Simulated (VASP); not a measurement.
# NbN (Fm-3m) in VASP: a series of runs

The runs below take NbN through relaxation of the atoms, with PBE.

Program: VASP 6.6.1. These are calculated values, not measurements. Logs are shortened: lines on timing, memory, paths and dates and some standing lists are left out, and cuts for length are marked.

## 1. The cell of the first run

Symmetry: Fm-3m, No. 225, cubic system. Conventional cell: a = 4.299 Å, b = 4.299 Å, c = 4.299 Å, α = 90.00°, β = 90.00°, γ = 90.00°. Nb (site symmetry m-3m) has 6 N at 2.15 Å within 2.8 Å. Within 2.8 Å of N (site symmetry m-3m) lie 6 Nb at 2.15 Å.

## 2. Relaxation of the atoms, PBE, collinear spin (9.93 Å³/atom)

Contents of INCAR:

```
SYSTEM = NbN
PREC = Accurate
ENCUT = 520
EDIFF = 1E-7
ISMEAR = -1
SIGMA = 0.05
LREAL = .False.
LASPH = .True.
NELM = 200
ALGO = Normal
ISIF = 2
LWAVE = .False.
LCHARG = .False.
ISPIN = 2
MAGMOM = 2 0
LORBIT = 11
LMAXMIX = 4
GGA = PE
IBRION = 2
NSW = 80
EDIFFG = -0.02
GGA_COMPAT = .False.
NELMIN = 4
KPAR = 4
```

Contents of KPOINTS:

```
regular mesh
0
Gamma
  18 18 18
  0 0 0
```

Contents of POSCAR:

```
NbN
1.0
    0.0000000000      2.1497017156      2.1497017156
    2.1497017156      0.0000000000      2.1497017156
    2.1497017156      2.1497017156      0.0000000000
Nb N
1 1
Direct
    0.5000000000      0.5000000000      0.5000000000
    0.0000000000      0.0000000000      0.0000000000
```

Potentials or basis: VASP PAW PBE potentials, release 64 (Nb_sv, N).

Run with:

```
$ cat potpaw_PBE.64/Nb_sv/POTCAR potpaw_PBE.64/N/POTCAR > POTCAR
$ mpirun -np 4 vasp_std > vasp.out
```

OUTCAR:

```text
SYSTEM = NbN
   PREC = Accurate
   ENCUT = 520
   EDIFF = 1E-7
   ISMEAR = -1
   LREAL = .False.
   LASPH = .True.
   NELM = 200
   ISIF = 2
   ISPIN = 2
   LORBIT = 11
   GGA = PE
   IBRION = 2
   NSW = 80
   EDIFFG = -0.02
   NELMIN = 4

 ion  position               nearest neighbor table
   1  0.500  0.500  0.500-   2 2.15   2 2.15   2 2.15   2 2.15   2 2.15   2 2.15
   2  0.000  0.000  0.000-   1 2.15   1 2.15   1 2.15   1 2.15   1 2.15   1 2.15

  LATTYP: Found a face centered cubic cell.
 ALAT       =     4.2994034312

  Lattice vectors:

 A1 = (   0.0000000000,   2.1497017156,   2.1497017156)
 A2 = (   2.1497017156,   0.0000000000,   2.1497017156)
 A3 = (   2.1497017156,   2.1497017156,   0.0000000000)

Analysis of symmetry for initial positions (statically):
=====================================================================
 Subroutine PRICEL returns:
 Original cell was already a primitive cell.

 Routine SETGRP: Setting up the symmetry group for a
 face centered cubic supercell.

 Subroutine GETGRP returns: Found 48 space group operations
 (whereof 48 operations were pure point group operations)
 out of a pool of 48 trial point group operations.

The static configuration has the point symmetry O_h .

Analysis of symmetry for dynamics (positions and initial velocities):
=====================================================================
 Subroutine PRICEL returns:
 Original cell was already a primitive cell.

 Routine SETGRP: Setting up the symmetry group for a
 face centered cubic supercell.

 Subroutine GETGRP returns: Found 48 space group operations
 (whereof 48 operations were pure point group operations)
 out of a pool of 48 trial point group operations.

The dynamic configuration has the point symmetry O_h .

Analysis of structural, dynamic, and magnetic symmetry:
=====================================================================
 Subroutine PRICEL returns:
 Original cell was already a primitive cell.

 Routine SETGRP: Setting up the symmetry group for a
 face centered cubic supercell.

 Subroutine GETGRP returns: Found 48 space group operations
 (whereof 48 operations were pure point group operations)
 out of a pool of 48 trial point group operations.

The overall configuration has the point symmetry O_h .

 Subroutine INISYM returns: Found 48 space group operations
 (whereof 48 operations are pure point group operations),
 and found     1 'primitive' translations

----------------------------------------------------------------------------------------

                                     Primitive cell

  volume of cell :      19.8685

  direct lattice vectors                    reciprocal lattice vectors
     0.000000000  2.149701716  2.149701716    -0.232590408  0.232590408  0.232590408
     2.149701716  0.000000000  2.149701716     0.232590408 -0.232590408  0.232590408
     2.149701716  2.149701716  0.000000000     0.232590408  0.232590408 -0.232590408

  length of vectors
     3.040137321  3.040137321  3.040137321     0.402858405  0.402858405  0.402858405

  position of ions in fractional coordinates (direct lattice)
     0.500000000  0.500000000  0.500000000
     0.000000000  0.000000000  0.000000000

  ion indices of the primitive-cell ions
   primitive index   ion index
                 1           1
                 2           2

----------------------------------------------------------------------------------------

 KPOINTS: regular mesh

Automatic generation of k-mesh.
 Grid dimensions read from file:
 generate k-points for:   18   18   18

 Generating k-lattice:

  Cartesian coordinates                     Fractional coordinates (reciprocal lattice)
    -0.012921689  0.012921689  0.012921689     0.055555556  0.000000000  0.000000000
     0.012921689 -0.012921689  0.012921689     0.000000000  0.055555556  0.000000000
     0.012921689  0.012921689 -0.012921689     0.000000000  0.000000000  0.055555556

  Length of vectors
     0.022381022  0.022381022  0.022381022

  Shift w.r.t. Gamma in fractional coordinates (k-lattice)
[... 41 lines left out ...]
   NGXF,Y,Z  is equivalent  to a cutoff of  26.25, 26.25, 26.25 a.u.
 SYSTEM =  NbN
   PREC   = accura    normal or accurate (medium, high low for compatibility)
   ISTART =      0    job   : 0-new  1-cont  2-samecut
   ICHARG =      2    charge: 1-file 2-atom 10-const
   ISPIN  =      2    spin polarized calculation?
   LNONCOLLINEAR =      F non collinear calculations
   LSORBIT =      F    spin-orbit coupling
   LASPH  =      T    aspherical Exc in radial PAW
   ENCUT  =  520.0 eV  38.22 Ry    6.18 a.u.   5.65  5.65  5.65*2*pi/ulx,y,z
   NELM   =    200;   NELMIN=  4; NELMDL= -5     # of ELM steps
   EDIFF  = 0.1E-06   stopping-criterion for ELM
   LREAL  =      F    real-space projection
   EDIFFG = -.2E-01   stopping-criterion for IOM
   NSW    =     80    number of steps for IOM
   IBRION =      2    ionic relax: 0-MD 1-quasi-New 2-CG
   NFREE  =      1    steps in history (QN), initial steepest desc. (CG)
   ISIF   =      2    stress and relaxation
   ISYM   =      2    0-nonsym 1-usesym 2-fastsym
   POTIM  = 0.5000    time-step for ionic-motion
   TEBEG  =    0.0;   TEEND  =   0.0 temperature during run
   PSTRESS=    0.0 pullay stress
   NELECT =      18.0000    total number of electrons
   NUPDOWN=      -1.0000    fix difference up-down
   EMIN   =  10.00;   EMAX   =-10.00  energy-range for DOS
   EFERMI =   0.00;   METHOD = LEGACY
   ISMEAR =    -1;   SIGMA  =   0.05  broadening in eV -4-tet -1-fermi 0-gaus
   EFERMI_NEDOS =   21; number of points for ismear=-14 and -15
   IALGO  =     38    algorithm
   IMIX   =      4    mixing-type and parameters
     AMIX     =   0.40;   BMIX     =  1.00
     AMIX_MAG =   1.60;   BMIX_MAG =  1.00
  volume/ion in A,a.u.               =       9.93        67.04
  Fermi-wavevector in a.u.,A,eV,Ry     =   1.584081  2.993480 34.141283  2.509314
  Thomas-Fermi vector in A             =   2.683754
   LORBIT       =     11    0 simple, 1 ext, 2 COOP (PROOUT), +10 PAW based schemes
   GGA     = PE    functional components
   LHFCALC =     F    Hartree Fock is set to
   AEXX    =    0.0000 exact exchange contribution
   IVDW    =     0    specifies the selected vdW correction
   LEPSILON=     F    determine dielectric tensor
   LRPA    =     F    only Hartree local field effects (RPA)
 conjugate gradient relaxation of ions
 spin polarized calculation
  energy-cutoff  :      520.00
  volume of cell :       19.87
 maximum number of plane-waves:       547
   NGX = 11   NGY = 11   NGZ = 11

 number of electron      17.9999997 magnetization       0.0002459

 number of electron      17.9999997 magnetization      -0.0000103

 Free energy of the ion-electron system (eV)
  ---------------------------------------------------
  ext. energy  EPLUGINS =         0.00000000
  ---------------------------------------------------
  free energy    TOTEN  =       -20.38946273 eV

  energy without entropy =      -20.38233852  energy(sigma->0) =      -20.38590062

 E-fermi :  15.0835     XC(G=0): -13.7480

 val. band max:       15.0822228144   @ k =   0.2778   0.0556   0.0000
 cond. band min:      15.0972306382   @ k =  -0.2778   0.3333   0.1111
 fundamental gap:      0.0150078237
 Fermi energy:        15.0835138619

 spin component 1

 k-point     1 :       0.0000    0.0000    0.0000
  band No.  band energies     occupation
      1     -41.3101      1.00000
      2     -16.8855      1.00000
      3     -16.8855      1.00000
      4     -16.8855      1.00000
      5      -2.9732      1.00000
      6      11.5384      1.00000
      7      11.5384      1.00000
      8      11.5384      1.00000
      9      12.8857      1.00000
     10      12.8857      1.00000
     11      12.8857      1.00000
     12      14.9347      0.95151
     13      14.9347      0.95151
     14      18.8961      0.00000
[... 379 lines left out ...]
      3     -16.9847      1.00000
      4     -16.9211      1.00000
      5      -1.6984      1.00000
      6       7.9476      1.00000
      7       8.7504      1.00000
      8       9.2356      1.00000
      9      14.1608      1.00000
     10      14.2522      1.00000
     11      15.1501      0.20877
     12      18.0658      0.00000
     13      19.4532      0.00000
     14      21.2969      0.00000

 [... further k-points ...]

 spin component 2

 k-point     1 :       0.0000    0.0000    0.0000
  band No.  band energies     occupation
      1     -41.3100      1.00000
      2     -16.8854      1.00000
      3     -16.8854      1.00000
      4     -16.8854      1.00000
      5      -2.9732      1.00000
      6      11.5384      1.00000
      7      11.5384      1.00000
      8      11.5384      1.00000
      9      12.8857      1.00000
     10      12.8857      1.00000
     11      12.8857      1.00000
     12      14.9347      0.95150
     13      14.9347      0.95149
     14      18.8961      0.00000
[... 379 lines left out ...]
      3     -16.9847      1.00000
      4     -16.9211      1.00000
      5      -1.6983      1.00000
      6       7.9476      1.00000
      7       8.7504      1.00000
      8       9.2356      1.00000
      9      14.1608      1.00000
     10      14.2522      1.00000
     11      15.1501      0.20882
     12      18.0658      0.00000
     13      19.4532      0.00000
     14      21.2969      0.00000

 [... further k-points ...]

------------------------ aborting loop because EDIFF is reached ----------------------------------------

  FORCE on cell =-STRESS in cart. coord.  units (eV):
  Direction    XX          YY          ZZ          XY          YZ          ZX
  --------------------------------------------------------------------------------------
  -------------------------------------------------------------------------------------
  Total        3.7520765      3.7520765      3.7520765     -0.0000000      0.0000000      0.0000000
  in kB      302.5642884    302.5642884    302.5642884     -0.0000000      0.0000000      0.0000000
  external PRESSURE =     302.5642884 kB  Pullay stress =       0.0000000 kB

 VOLUME and BASIS-vectors are now :
 -----------------------------------------------------------------------------
  energy-cutoff  :      520.00
  volume of cell :       19.87
      direct lattice vectors                 reciprocal lattice vectors
     0.000000000  2.149701716  2.149701716    -0.232590408  0.232590408  0.232590408
     2.149701716  0.000000000  2.149701716     0.232590408 -0.232590408  0.232590408
     2.149701716  2.149701716  0.000000000     0.232590408  0.232590408 -0.232590408

 POSITION                                       TOTAL-FORCE (eV/Angst)
 -----------------------------------------------------------------------------------
      2.14970      2.14970      2.14970         0.000000      0.000000      0.000000
      0.00000      0.00000      0.00000        -0.000000     -0.000000     -0.000000
 -----------------------------------------------------------------------------------
    total drift:                                0.000000     -0.000000      0.000000

  FREE ENERGIE OF THE ION-ELECTRON SYSTEM (eV)
  ---------------------------------------------------
  free  energy   TOTEN  =       -20.3894627292 eV

  energy  without entropy=      -20.3823385154  energy(sigma->0) =      -20.38590062

 reached required accuracy - stopping structural energy minimisation

 total charge

# of ion       s       p       d       tot
------------------------------------------
    1        2.162   6.081   2.522  10.764
    2        1.247   2.565   0.000   3.812
--------------------------------------------------
tot          3.409   8.645   2.522  14.576

 magnetization (x)

# of ion       s       p       d       tot
------------------------------------------
    1        0.000  -0.000  -0.000  -0.000
    2       -0.000  -0.000   0.000  -0.000
--------------------------------------------------
tot          0.000  -0.000  -0.000  -0.000
```

It took 20 s on 4 MPI ranks of Intel Xeon Platinum 8488C (Sapphire Rapids), shared host; peak memory 0.21 GiB.

What came out:

* Free energy: -20.3895 eV
* Pressure after relaxing: 30.3 GPa
* Band gap on the k mesh: zero (filled and empty bands overlap)
* Net moment: 0.00 μB per cell
* Valence electrons inside the program's atomic spheres: Nb 10.76; N 3.81

Final structure:
```
CELL_PARAMETERS angstrom
0.00000 2.14970 2.14970
2.14970 0.00000 2.14970
2.14970 2.14970 0.00000
ATOMIC_POSITIONS crystal
Nb 0.50000 0.50000 0.50000
N 0.00000 0.00000 0.00000
```

Caveat: the relaxation stopped at its first step, so nothing moved.

[end of part 1 of 2]

The gap in the log of VASP goes by the Fermi energy; the results here count the filled bands.